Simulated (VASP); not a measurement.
Set up this calculation in VASP 6.6.1, as the native input.

| Property | Result |
| --- | --- |
| Task | single point |
| Functional | PBE |
| Potentials or basis | VASP PAW PBE potentials, release 64 (Ta_pv, C) |
| Cutoff | 600 eV |
| k mesh | 11 × 11 × 11 |
| Occupations | methfessel-paxton, width 0.1 eV |
| Spin | no spin polarisation |
| Dipole correction | no |
| Further INCAR settings | ALGO = Normal; EDIFF = 1e-06; NBANDS = 14 |

The structure of TaC lies in POSCAR:

```
TaC
1.0
    0.0000000000      2.2413727340      2.2413727340
    2.2413727340      0.0000000000      2.2413727340
    2.2413727340      2.2413727340      0.0000000000
Ta C
1 1
Direct
    0.0000000000      0.0000000000      0.0000000000
    0.5000000000      0.5000000000      0.5000000000
```

One way to write it, as run:

INCAR

```
ALGO = Normal
EDIFF = 1E-6
ENCUT = 600
GGA = PE
GGA_COMPAT = False
ISIF = 2
ISMEAR = 1
LASPH = True
LCHARG = False
LREAL = False
LWAVE = False
NBANDS = 14
NELM = 120
PREC = Accurate
SIGMA = 0.1
```

KPOINTS

```
k-points
0
Gamma
  11 11 11
```

Potentials or basis: VASP PAW PBE potentials, release 64 (Ta_pv, C).

Command:

```sh
$ cat potpaw_PBE.64/Ta_pv/POTCAR potpaw_PBE.64/C/POTCAR > POTCAR
$ mpirun -np 1 vasp_std > vasp.out
```

It gave:

The pressure is -1.0 GPa. The band gap on the k mesh is zero (an odd number of electrons rules out a gap without spin polarisation).

Caveat: spin-orbit coupling is left out, which moves the levels of the heavy elements.

It took 32 s on 1 thread of AMD EPYC 7R43 64-Core Processor (Zen 3) (shared host), peak memory 0.14 GiB.
